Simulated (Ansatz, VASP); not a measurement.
# Two plane-wave programs on Au

```xyz
27
Lattice="-6.2368 6.2368 0.0000 -6.2368 0.0000 6.2368 0.0000 6.2368 6.2368" Properties=species:S:1:pos:R:3 pbc="T T T"
Au    0.0000    0.0000    0.0000
Au   -2.0789    2.0789    0.0000
Au   -2.0789    0.0000    2.0789
Au    0.0000    2.0789    2.0789
Au   -4.1579    4.1579    0.0000
Au   -4.1579    2.0789    2.0789
Au   -2.0789    4.1579    2.0789
Au   -4.1579    0.0000    4.1579
Au   -2.0789    2.0789    4.1579
Au    0.0000    4.1579    4.1579
Au   -6.2368    4.1579    2.0789
Au   -4.1579    6.2368    2.0789
Au   -6.2368    2.0789    4.1579
Au   -4.1579    4.1579    4.1579
Au   -2.0789    6.2368    4.1579
Au   -4.1579    2.0789    6.2368
Au   -2.0789    4.1579    6.2368
Au   -8.3158    4.1579    4.1579
Au   -6.2368    6.2368    4.1579
Au   -4.1579    8.3158    4.1579
Au   -6.2368    4.1579    6.2368
Au   -4.1579    6.2368    6.2368
Au   -4.1579    4.1579    8.3158
Au   -8.3158    6.2368    6.2368
Au   -6.2368    8.3158    6.2368
Au   -6.2368    6.2368    8.3158
Au   -8.3158    8.3158    8.3158
```

Alike in both runs: task single point; functional PBE; k mesh 4 × 4 × 4; occupations gaussian, width 0.1 eV; no spin polarisation.

|  | VASP | Ansatz |
| --- | --- | --- |
| version | VASP 6.6.1 | Ansatz 0.2.0 |
| potentials or method | VASP PAW PBE potentials, release 64 (Au), cutoff 520 eV | scalar-relativistic, plane waves, PAW |
| valence electrons in the cell | 297 | 513 |

```tsv
	VASP	Ansatz	Ansatz less VASP
gap on the k mesh at the Fermi level (eV)	none	none	-
pressure (GPa)	-0.1	0.1	+0.24
```

A gap of «none» marks a metal or a gap that the smearing closes. VASP's potentials hold 297 valence electrons a cell and Ansatz's 513, so a difference there can come from the potentials and not from the codes.

Neither program's run includes spin-orbit coupling.
